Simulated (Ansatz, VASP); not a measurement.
# AlN in VASP and in Ansatz

```
Al N
1.0
     3.14492    0.00000    0.00000
    -1.57246    2.72358    0.00000
     0.00000    0.00000    4.95250
Al N
2 2
Direct
  0.33333 0.66667 0.99850
  0.66667 0.33333 0.49850
  0.33333 0.66667 0.38350
  0.66667 0.33333 0.88350
```

Alike in both runs: task single point; functional PBEsol; k mesh 9 × 9 × 4; no spin polarisation.

|  | VASP | Ansatz |
| --- | --- | --- |
| version | VASP 6.6.1 | Ansatz 0.2.0 |
| potentials or method | VASP PAW PBE potentials, release 64 (Al, N), cutoff 600 eV | scalar-relativistic, plane waves, PAW |
| occupations | gaussian, width 0.01 eV | fixed |
| valence electrons in the cell | 16 | 16 |

|  | VASP | Ansatz | Ansatz less VASP |
| --- | --- | --- | --- |
| gap on the k mesh at the Fermi level (eV) | 3.91 | 3.89 | -0.014 |
| least direct gap on the mesh (eV) | 3.91 | 3.89 | -0.014 |
| pressure (GPa) | -3.1 | -2.9 | +0.22 |
| traceless stress, the component that is largest in VASP (GPa) | 2.92 | 2.88 | -0.036 |

VASP's potentials were made for PBE, not for PBEsol.
